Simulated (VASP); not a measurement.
# MgS (Pm-3m) in VASP: further runs, part 2 of 2

VASP 6.6.1.

## 3. Single point, LDA

This run uses another cell than the first one, of 16.58 Å³/atom.

File INCAR:

```
PREC = Accurate
ENCUT = 520
EDIFF = 1E-6
ISMEAR = -1
SIGMA = 0.02
LREAL = F
LASPH = T
NELM = 80
ALGO = Normal
ISIF = 2
LWAVE = F
LCHARG = F
NBANDS = 11
```

File KPOINTS:

```
regular mesh
0
Gamma
  8 8 8
```

File POSCAR:

```
MgS
1.0
    3.2126306984      0.0000000000      0.0000000000
    0.0000000000      3.2126306984      0.0000000000
    0.0000000000      0.0000000000      3.2126306984
Mg S
1 1
Direct
    0.0000000000      0.0000000000      0.0000000000
    0.5000000000      0.5000000000      0.5000000000
```

Potentials or basis: VASP PAW LDA potentials, release 64 (Mg, S).

On the command line:

```bash
$ cat potpaw_LDA.64/Mg/POTCAR potpaw_LDA.64/S/POTCAR > POTCAR
$ mpirun -np 1 vasp_std > vasp.out
```

OUTCAR:

```text
PREC = Accurate
   ENCUT = 520
   EDIFF = 1E-6
   ISMEAR = -1
   LREAL = F
   LASPH = T
   NELM = 80
   ISIF = 2

 ion  position               nearest neighbor table
   1  0.000  0.000  0.000-   2 2.78   2 2.78   2 2.78   2 2.78   2 2.78   2 2.78   2 2.78   2 2.78

   2  0.500  0.500  0.500-   1 2.78   1 2.78   1 2.78   1 2.78   1 2.78   1 2.78   1 2.78   1 2.78

  LATTYP: Found a simple cubic cell.
 ALAT       =     3.2126306984

  Lattice vectors:

 A1 = (   3.2126306984,   0.0000000000,   0.0000000000)
 A2 = (   0.0000000000,   3.2126306984,   0.0000000000)
 A3 = (   0.0000000000,   0.0000000000,   3.2126306984)

Analysis of symmetry for initial positions (statically):
=====================================================================
 Subroutine PRICEL returns:
 Original cell was already a primitive cell.

 Routine SETGRP: Setting up the symmetry group for a
 simple cubic supercell.

 Subroutine GETGRP returns: Found 48 space group operations
 (whereof 48 operations were pure point group operations)
 out of a pool of 48 trial point group operations.

The static configuration has the point symmetry O_h .

Analysis of symmetry for dynamics (positions and initial velocities):
=====================================================================
 Subroutine PRICEL returns:
 Original cell was already a primitive cell.

 Routine SETGRP: Setting up the symmetry group for a
 simple cubic supercell.

 Subroutine GETGRP returns: Found 48 space group operations
 (whereof 48 operations were pure point group operations)
 out of a pool of 48 trial point group operations.

The dynamic configuration has the point symmetry O_h .

 Subroutine INISYM returns: Found 48 space group operations
 (whereof 48 operations are pure point group operations),
 and found     1 'primitive' translations
[... 118 lines left out ...]
  Thomas-Fermi vector in A             =   2.152662
   LORBIT       =      0    0 simple, 1 ext, 2 COOP (PROOUT), +10 PAW based schemes
   GGA     = CA    functional components
   LHFCALC =     F    Hartree Fock is set to
   AEXX    =    0.0000 exact exchange contribution
   IVDW    =     0    specifies the selected vdW correction
   LEPSILON=     F    determine dielectric tensor
   LRPA    =     F    only Hartree local field effects (RPA)
 non-spin polarized calculation
  energy-cutoff  :      520.00
  volume of cell :       33.16
 maximum number of plane-waves:       912
 NGX is ok and might be reduce to    24
   NGX = 11   NGY = 11   NGZ = 11

 number of electron       7.9999999 magnetization

 Free energy of the ion-electron system (eV)
  ---------------------------------------------------
  ext. energy  EPLUGINS =         0.00000000
  ---------------------------------------------------
  free energy    TOTEN  =        -8.35181596 eV

  energy without entropy =       -8.35086371  energy(sigma->0) =       -8.35133983

 E-fermi :   5.8318     XC(G=0): -10.3096

 val. band max:        5.7015846960   @ k =   0.3750   0.3750   0.0000
 cond. band min:       5.8384700676   @ k =   0.5000   0.3750   0.0000
 fundamental gap:      0.1368853716
 Fermi energy:         5.8317783034

 k-point     1 :       0.0000    0.0000    0.0000
  band No.  band energies     occupation
      1      -8.5371      2.00000
      2       4.3780      2.00000
      3       4.3780      2.00000
      4       4.3780      2.00000
      5       6.7346      0.00000
      6       9.9083      0.00000
      7       9.9083      0.00000
      8      18.4876      0.00000
      9      18.4876      0.00000
     10      18.4876      0.00000
     11      19.1538      0.00000
[... 309 lines left out ...]
 k-point    24 :       0.5000    0.3750    0.1250
  band No.  band energies     occupation
      1      -6.2336      2.00000
      2       0.2087      2.00000
      3       1.1133      2.00000
      4       4.9544      2.00000
      5       6.0775      0.00001
      6      11.5015      0.00000
      7      12.0777      0.00000
      8      14.5327      0.00000
      9      16.6388      0.00000
     10      17.5584      0.00000
     11      17.5936      0.00000

 [... further k-points ...]

------------------------ aborting loop because EDIFF is reached ----------------------------------------

  FORCE on cell =-STRESS in cart. coord.  units (eV):
  Direction    XX          YY          ZZ          XY          YZ          ZX
  --------------------------------------------------------------------------------------
  -------------------------------------------------------------------------------------
  Total       -0.1137829     -0.1137829     -0.1137829     -0.0000000     -0.0000000     -0.0000000
  in kB       -5.4980062     -5.4980062     -5.4980062     -0.0000000     -0.0000000     -0.0000000
  external PRESSURE =      -5.4980062 kB  Pullay stress =       0.0000000 kB

 VOLUME and BASIS-vectors are now :
 -----------------------------------------------------------------------------
  energy-cutoff  :      520.00
  volume of cell :       33.16
      direct lattice vectors                 reciprocal lattice vectors
     3.212630698  0.000000000  0.000000000     0.311271383  0.000000000  0.000000000
     0.000000000  3.212630698  0.000000000     0.000000000  0.311271383  0.000000000
     0.000000000  0.000000000  3.212630698     0.000000000  0.000000000  0.311271383

 POSITION                                       TOTAL-FORCE (eV/Angst)
 -----------------------------------------------------------------------------------
      0.00000      0.00000      0.00000         0.000000      0.000000      0.000000
      1.60632      1.60632      1.60632         0.000000      0.000000      0.000000
 -----------------------------------------------------------------------------------
    total drift:                               -0.000000     -0.000000     -0.000000

  FREE ENERGIE OF THE ION-ELECTRON SYSTEM (eV)
  ---------------------------------------------------
  free  energy   TOTEN  =        -8.3518159579 eV

  energy  without entropy=       -8.3508637086  energy(sigma->0) =       -8.35133983
```

stdout:

```text
POSCAR found type information on POSCAR MgS
 POSCAR found :  2 types and       2 ions
 scaLAPACK will be used
 LDA part: xc-table for (Slater(with rela. corr.)+CA(PZ))
 , standard interpolation
 POSCAR, INCAR and KPOINTS ok, starting setup
 FFT: planning ... GRIDC
 FFT: planning ... GRID_SOFT
 FFT: planning ... GRID
 WAVECAR not read
 entering main loop
```

Wall time 12 s (1 thread of Intel Xeon 8259CL, shared host); peak memory 0.13 GiB.

What came out:

```yaml
Free_energy: -8.3518 eV
Pressure: -0.5 GPa
Band_gap_on_the_k_mesh: zero (bands 4 and 5 overlap by 0.52 eV)
```

Levels at points of the mesh, in eV from the Fermi level:
```tsv
k point	band 1	band 2	band 3	band 4	band 5	band 6	band 7	band 8	band 9
(0.00, 0.00, 0.00)	-14.37	-1.45	-1.45	-1.45	0.90	4.08	4.08	12.66	12.66
(0.50, 0.00, 0.00)	-13.06	-7.12	-0.65	-0.65	3.85	6.39	6.98	7.32	7.32
(0.50, 0.50, 0.00)	-11.99	-5.40	-5.40	-0.72	0.14	7.58	8.48	8.48	8.96
(0.50, 0.50, 0.50)	-10.99	-4.07	-4.07	-4.07	1.35	1.35	1.35	5.28	16.75
```

Caveat: semilocal functionals underestimate gaps, so a narrow gap can read as zero.

## 4. Single point, PBE

This run uses another cell than the first one, of 17.37 Å³/atom.

File INCAR:

```
SYSTEM = MgS
ALGO = Normal
EDIFF = 1E-6
ENCUT = 520
GGA = PE
ISIF = 2
ISMEAR = -1
LASPH = .True.
LCHARG = .False.
LREAL = .False.
LWAVE = .False.
NBANDS = 11
NELM = 100
PREC = Accurate
SIGMA = 0.02
```

File KPOINTS:

```
k-points
0
Gamma
  8 8 8
  0 0 0
```

File POSCAR:

```
MgS
1.0
    3.2628174056      0.0000000000      0.0000000000
    0.0000000000      3.2628174056      0.0000000000
    0.0000000000      0.0000000000      3.2628174056
Mg S
1 1
Direct
    0.0000000000      0.0000000000      0.0000000000
    0.5000000000      0.5000000000      0.5000000000
```

Potentials or basis: VASP PAW PBE potentials, release 64 (Mg, S).

On the command line:

```bash
$ cat potpaw_PBE.64/Mg/POTCAR potpaw_PBE.64/S/POTCAR > POTCAR
$ mpirun -np 1 vasp_std > vasp.out
```

OUTCAR:

```text
SYSTEM = MgS
   EDIFF = 1E-6
   ENCUT = 520
   GGA = PE
   ISIF = 2
   ISMEAR = -1
   LASPH = .True.
   LREAL = .False.
   NELM = 100
   PREC = Accurate

 ion  position               nearest neighbor table
   1  0.000  0.000  0.000-   2 2.83   2 2.83   2 2.83   2 2.83   2 2.83   2 2.83   2 2.83   2 2.83

   2  0.500  0.500  0.500-   1 2.83   1 2.83   1 2.83   1 2.83   1 2.83   1 2.83   1 2.83   1 2.83

  LATTYP: Found a simple cubic cell.
 ALAT       =     3.2628174056

  Lattice vectors:

 A1 = (   3.2628174056,   0.0000000000,   0.0000000000)
 A2 = (   0.0000000000,   3.2628174056,   0.0000000000)
 A3 = (   0.0000000000,   0.0000000000,   3.2628174056)

Analysis of symmetry for initial positions (statically):
=====================================================================
 Subroutine PRICEL returns:
 Original cell was already a primitive cell.

 Routine SETGRP: Setting up the symmetry group for a
 simple cubic supercell.

 Subroutine GETGRP returns: Found 48 space group operations
 (whereof 48 operations were pure point group operations)
 out of a pool of 48 trial point group operations.

[... 172 lines left out ...]
      3       4.1218      2.00000
      4       4.1218      2.00000
      5       6.2795      0.00000
      6       9.8146      0.00000
      7       9.8146      0.00000
      8      17.9502      0.00000
      9      17.9502      0.00000
     10      17.9502      0.00000
     11      18.7182      0.00000
[... 309 lines left out ...]
 k-point    24 :       0.5000    0.3750    0.1250
  band No.  band energies     occupation
      1      -6.4845      2.00000
      2       0.1992      2.00000
      3       1.0474      2.00000
      4       4.6579      2.00000
      5       5.9545      0.00000
      6      11.2306      0.00000
      7      11.7462      0.00000
      8      14.1744      0.00000
      9      16.1867      0.00000
     10      17.1141      0.00000
     11      17.1212      0.00000

 [... further k-points ...]

------------------------ aborting loop because EDIFF is reached ----------------------------------------

  FORCE on cell =-STRESS in cart. coord.  units (eV):
  Direction    XX          YY          ZZ          XY          YZ          ZX
  --------------------------------------------------------------------------------------
  -------------------------------------------------------------------------------------
  Total        0.0938608      0.0938608      0.0938608      0.0000000     -0.0000000     -0.0000000
  in kB        4.3292887      4.3292887      4.3292887      0.0000000     -0.0000000     -0.0000000
  external PRESSURE =       4.3292887 kB  Pullay stress =       0.0000000 kB

 VOLUME and BASIS-vectors are now :
 -----------------------------------------------------------------------------
  energy-cutoff  :      520.00
  volume of cell :       34.74
      direct lattice vectors                 reciprocal lattice vectors
     3.262817406  0.000000000  0.000000000     0.306483592  0.000000000  0.000000000
     0.000000000  3.262817406  0.000000000     0.000000000  0.306483592  0.000000000
     0.000000000  0.000000000  3.262817406     0.000000000  0.000000000  0.306483592

 POSITION                                       TOTAL-FORCE (eV/Angst)
 -----------------------------------------------------------------------------------
      0.00000      0.00000      0.00000         0.000000      0.000000      0.000000
      1.63141      1.63141      1.63141         0.000000      0.000000      0.000000
 -----------------------------------------------------------------------------------
    total drift:                               -0.000000     -0.000000     -0.000000

  FREE ENERGIE OF THE ION-ELECTRON SYSTEM (eV)
  ---------------------------------------------------
  free  energy   TOTEN  =        -7.2588039428 eV

  energy  without entropy=       -7.2581371853  energy(sigma->0) =       -7.25847056
```

stdout:

```text
POSCAR found type information on POSCAR MgS
 POSCAR found :  2 types and       2 ions
 scaLAPACK will be used
 LDA part: xc-table for (Slater+PW92), standard interpolation
 POSCAR, INCAR and KPOINTS ok, starting setup
 FFT: planning ... GRIDC
 FFT: planning ... GRID_SOFT
 FFT: planning ... GRID
 WAVECAR not read
 entering main loop
```

Wall time 14 s (1 thread of Intel Xeon 8259CL, shared host); peak memory 0.14 GiB.

What came out:

| Property | Result |
| --- | --- |
| Free energy | -7.2588 eV |
| Pressure | 0.4 GPa |
| Band gap on the k mesh | zero (bands 4 and 5 overlap by 0.25 eV) |

Caveat: semilocal functionals underestimate gaps, so a narrow gap can read as zero.

## 5. Single point, LDA

This run uses another cell than the first one, of 17.37 Å³/atom.

File INCAR:

```
PREC = Accurate
ENCUT = 520
EDIFF = 1E-6
ISMEAR = -1
SIGMA = 0.02
LREAL = F
LASPH = T
NELM = 100
ALGO = Normal
ISIF = 2
LWAVE = F
LCHARG = F
GGA = CA
NBANDS = 11
```

File KPOINTS:

```
Automatic mesh
0
Gamma
  8 8 8
```

POSCAR is that of step 4.

Potentials or basis: VASP PAW LDA potentials, release 64 (Mg, S).

On the command line:

```bash
$ cat potpaw_LDA.64/Mg/POTCAR potpaw_LDA.64/S/POTCAR > POTCAR
$ mpirun -np 1 vasp_std > vasp.out
```

It took 12 s on 1 thread of Intel Xeon 8259CL, shared host; peak memory 0.13 GiB.

The run converged. Its results:

```
Free energy            : -8.3299 eV
Pressure               : -3.9 GPa
Band gap on the k mesh : zero (bands 4 and 5 overlap by 0.42 eV)
```

Levels at points of the mesh, in eV from the Fermi level:
| k point | band 1 | band 2 | band 3 | band 4 | band 5 | band 6 | band 7 | band 8 | band 9 |
| --- | --- | --- | --- | --- | --- | --- | --- | --- | --- |
| (0.00, 0.00, 0.00) | -14.02 | -1.37 | -1.37 | -1.37 | 0.64 | 4.24 | 4.24 | 12.19 | 12.19 |
| (0.50, 0.00, 0.00) | -12.82 | -6.78 | -0.61 | -0.61 | 3.67 | 6.03 | 7.08 | 7.26 | 7.26 |
| (0.50, 0.50, 0.00) | -11.83 | -5.11 | -5.11 | -0.62 | 0.12 | 7.49 | 8.20 | 8.20 | 8.96 |
| (0.50, 0.50, 0.50) | -10.93 | -3.82 | -3.82 | -3.82 | 1.48 | 1.48 | 1.48 | 4.99 | 16.19 |

Caveat: the cell stands under tension; semilocal functionals underestimate gaps, so a narrow gap can read as zero.

## 6. Single point, r2SCAN

This run uses another cell than the first one, of 17.37 Å³/atom.

POSCAR is that of step 5.

File INCAR.step1:

```
SYSTEM = MgS
PREC = Accurate
ENCUT = 520
ISMEAR = -1
SIGMA = 0.02
LREAL = .FALSE.
LASPH = .TRUE.
NELM = 100
NBANDS = 11
GGA = PE
ALGO = Normal
EDIFF = 1E-4
LWAVE = .TRUE.
LCHARG = .FALSE.
```

File INCAR.step2:

```
SYSTEM = MgS
PREC = Accurate
ENCUT = 520
EDIFF = 1E-7
ISMEAR = -1
SIGMA = 0.02
LREAL = .FALSE.
LASPH = .TRUE.
NELM = 100
ALGO = Normal
ISIF = 2
LWAVE = .FALSE.
LCHARG = .TRUE.
METAGGA = R2SCAN
LMIXTAU = .TRUE.
LELF = .TRUE.
LVHAR = .TRUE.
NBANDS = 11
ISTART = 1
```

File KPOINTS:

```
Automatic mesh
0
G
  8 8 8
  0 0 0
```

Potentials or basis: VASP PAW PBE potentials, release 64 (Mg, S).

On the command line:

```bash
$ cat potpaw_PBE.64/Mg/POTCAR potpaw_PBE.64/S/POTCAR > POTCAR
$ cp INCAR.step1 INCAR
$ mpirun -np 1 vasp_std > vasp.out
$ cp INCAR.step2 INCAR
$ mpirun -np 1 vasp_std > vasp.out
```

OUTCAR:

```text
SYSTEM = MgS
   PREC = Accurate
   ENCUT = 520
   EDIFF = 1E-7
   ISMEAR = -1
   LREAL = .FALSE.
   LASPH = .TRUE.
   NELM = 100
   ISIF = 2
   METAGGA = R2SCAN
   ISTART = 1

 ion  position               nearest neighbor table
   1  0.000  0.000  0.000-   2 2.83   2 2.83   2 2.83   2 2.83   2 2.83   2 2.83   2 2.83   2 2.83

   2  0.500  0.500  0.500-   1 2.83   1 2.83   1 2.83   1 2.83   1 2.83   1 2.83   1 2.83   1 2.83

  LATTYP: Found a simple cubic cell.
 ALAT       =     3.2628174056

[... 523 lines left out ...]

------------------------ aborting loop because EDIFF is reached ----------------------------------------

  FORCE on cell =-STRESS in cart. coord.  units (eV):
  Direction    XX          YY          ZZ          XY          YZ          ZX
  --------------------------------------------------------------------------------------
  -------------------------------------------------------------------------------------
  Total       -0.0962234     -0.0962234     -0.0962234     -0.0000000      0.0000000     -0.0000000
  in kB       -4.4382617     -4.4382617     -4.4382617     -0.0000000      0.0000000     -0.0000000
  external PRESSURE =      -4.4382617 kB  Pullay stress =       0.0000000 kB

 VOLUME and BASIS-vectors are now :
 -----------------------------------------------------------------------------
  energy-cutoff  :      520.00
  volume of cell :       34.74
      direct lattice vectors                 reciprocal lattice vectors
     3.262817406  0.000000000  0.000000000     0.306483592  0.000000000  0.000000000
     0.000000000  3.262817406  0.000000000     0.000000000  0.306483592  0.000000000
     0.000000000  0.000000000  3.262817406     0.000000000  0.000000000  0.306483592

 POSITION                                       TOTAL-FORCE (eV/Angst)
 -----------------------------------------------------------------------------------
      0.00000      0.00000      0.00000         0.000000      0.000000      0.000000
      1.63141      1.63141      1.63141         0.000000      0.000000      0.000000
 -----------------------------------------------------------------------------------
    total drift:                               -0.000000     -0.000000     -0.000000

  FREE ENERGIE OF THE ION-ELECTRON SYSTEM (eV)
  ---------------------------------------------------
  free  energy   TOTEN  =       -14.0914395749 eV

  energy  without entropy=      -14.0912647760  energy(sigma->0) =      -14.09135218
```

OUTCAR.step1:

```text
SYSTEM = MgS
   PREC = Accurate
   ENCUT = 520
   ISMEAR = -1
   LREAL = .FALSE.
   LASPH = .TRUE.
[... 557 lines left out ...]
      0.00000      0.00000      0.00000         0.000000      0.000000      0.000000
      1.63141      1.63141      1.63141         0.000000      0.000000      0.000000
 -----------------------------------------------------------------------------------
    total drift:                               -0.000000     -0.000000     -0.000000

  FREE ENERGIE OF THE ION-ELECTRON SYSTEM (eV)
  ---------------------------------------------------
  free  energy   TOTEN  =        -7.2588039972 eV

  energy  without entropy=       -7.2581372444  energy(sigma->0) =       -7.25847062
```

OSZICAR.step1:

```text
N       E                     dE             d eps       ncg     rms          rms(c)
DAV:   1     0.225386412238E+02    0.22539E+02   -0.35951E+03   802   0.597E+02
DAV:   2    -0.641406853397E+01   -0.28953E+02   -0.27045E+02   954   0.938E+01
DAV:   3    -0.788765781158E+01   -0.14736E+01   -0.14715E+01   994   0.236E+01
DAV:   4    -0.789450761952E+01   -0.68498E-02   -0.68491E-02   886   0.189E+00
DAV:   5    -0.789456252375E+01   -0.54904E-04   -0.54904E-04   938   0.174E-01    0.541E+00
DAV:   6    -0.733232821663E+01    0.56223E+00   -0.11453E+00   815   0.405E+00    0.401E+00
DAV:   7    -0.726670249106E+01    0.65626E-01   -0.28856E-01   915   0.222E+00    0.245E+00
DAV:   8    -0.726176266752E+01    0.49398E-02   -0.45736E-02   830   0.104E+00    0.962E-01
DAV:   9    -0.725908206318E+01    0.26806E-02   -0.58815E-03   833   0.331E-01    0.424E-01
DAV:  10    -0.725881841631E+01    0.26365E-03   -0.11976E-03   880   0.153E-01    0.498E-02
DAV:  11    -0.725880399716E+01    0.14419E-04   -0.11867E-04   442   0.485E-02
   1 F= -.72588040E+01 E0= -.72584706E+01  d E =-.666753E-03
```

It took 68 s on 1 thread of Intel Xeon 8259CL, shared host; peak memory 0.15 GiB.

Results:

```yaml
Free_energy: -14.0914 eV
Pressure: -0.4 GPa
Band_gap_on_the_k_mesh: 0.13 eV (least direct gap 0.15 eV)
```

Caveat: the PAW data sets were made with another functional, which shifts forces and pressure a little.

## 7. Overview

| level | potentials or basis | cell | gap on the mesh (eV) | pressure (GPa) |
| --- | --- | --- | --- | --- |
| PBEsol | VASP PAW PBE potentials, release 64 (Mg, S) | a = 3.245 Å, 2 atoms | none | -0.3 |
| LDA | VASP PAW LDA potentials, release 64 (Mg, S) | a = 3.213 Å, 2 atoms | none | -0.5 |
| PBE | VASP PAW PBE potentials, release 64 (Mg, S) | a = 3.263 Å, 2 atoms | none | 0.4 |
| LDA | VASP PAW LDA potentials, release 64 (Mg, S) | a = 3.263 Å, 2 atoms | none | -3.9 |
| r2SCAN | VASP PAW PBE potentials, release 64 (Mg, S) | a = 3.263 Å, 2 atoms | 0.13 | -0.4 |

Alike in all rows: task single point; no spin polarisation; k mesh 8 × 8 × 8; cutoff (eV) 520; smearing fermi-dirac 0.02 eV.

Caveats: semilocal functionals underestimate gaps, so a narrow gap can read as zero (at least some runs); the PAW data sets were made with another functional, which shifts forces and pressure a little (at least some runs); the cell stands under tension (at least some runs).

Total energies depend on the potentials used, so only differences within one code and one set of settings carry meaning.
